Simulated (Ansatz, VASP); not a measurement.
**In: VASP beside Ansatz**

```
CELL_PARAMETERS angstrom
-1.65054 1.65054 2.47395
1.65054 -1.65054 2.47395
1.65054 1.65054 -2.47395
ATOMIC_POSITIONS crystal
In 0.00000 0.00000 0.00000
```

Change from the starting cell: strain +0.015 along x and y, +0.000 along z, atoms carried along.

Alike in both runs: task single point; functional PBEsol; k mesh 20 × 20 × 20; occupations gaussian, width 0.15 eV; no spin polarisation.

|  | VASP | Ansatz |
| --- | --- | --- |
| version | VASP 6.6.1 | Ansatz 0.2.0 |
| potentials or method | VASP PAW PBE potentials, release 64 (In_d), cutoff 520 eV | scalar-relativistic, plane waves, PAW |
| valence electrons in the cell | 13 | 13 |

|  | VASP | Ansatz | Ansatz less VASP |
| --- | --- | --- | --- |
| gap on the k mesh at the Fermi level (eV) | none | none | - |
| pressure (GPa) | -2.0 | -2.0 | -0.01 |

VASP's potentials were made for PBE, not for PBEsol. A gap of «none» marks a metal or a gap that the smearing closes.
